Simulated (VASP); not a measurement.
Set up this calculation in VASP 6.6.1, as the native input.

| Property | Result |
| --- | --- |
| Task | single point |
| Functional | PBEsol |
| Potentials or basis | VASP PAW PBE potentials, release 64 (Al, N) |
| Cutoff | 520 eV |
| k mesh | 9 × 9 × 6 |
| Occupations | gaussian, width 0.05 eV |
| Spin | no spin polarisation |
| Dipole correction | no |
| Further INCAR settings | ALGO = Normal; EDIFF = 1e-07; NBANDS = 16 |

The structure of AlN lies in POSCAR:

```
AlN
1.0
    3.2043322161      0.0000000000      0.0000000000
   -1.6021661081      2.7750331013      0.0000000000
    0.0000000000      0.0000000000      5.1273400000
Al N
2 2
Direct
    0.3333333333      0.6666666667      0.0000000000
    0.6666666667      0.3333333333      0.5000000000
    0.3333333333      0.6666666667      0.3850000000
    0.6666666667      0.3333333333      0.8850000000
```

This cell differs from its parent crystal: strain +0.030 along x and y, +0.030 along z.

The input as run:

INCAR

```
SYSTEM = AlN
PREC = Accurate
ENCUT = 520
EDIFF = 1E-7
ISMEAR = 0
SIGMA = 0.05
LREAL = .False.
LASPH = .True.
NELM = 80
ALGO = Normal
ISIF = 2
LWAVE = .False.
LCHARG = .False.
GGA = PS
NBANDS = 16
```

KPOINTS

```
Automatic mesh
0
Gamma
  9 9 6
  0 0 0
```

Potentials or basis: VASP PAW PBE potentials, release 64 (Al, N).

Command:

```sh
$ cat potpaw_PBE.64/Al/POTCAR potpaw_PBE.64/N/POTCAR > POTCAR
$ mpirun -np 1 vasp_std > vasp.out
```

It gave:

* Pressure: -14.7 GPa
* Largest force: 0.172 eV/Å
* Band gap on the k mesh: 3.34 eV, direct

Caveat: the cell differs from its parent crystal (strain +0.030 along x and y, +0.030 along z); the PAW data sets were made with another functional, which shifts forces and pressure a little.

Wall time 72 s on 1 thread of AMD EPYC 7R13 Processor (Zen 3), on a shared host, peak memory 0.13 GiB.
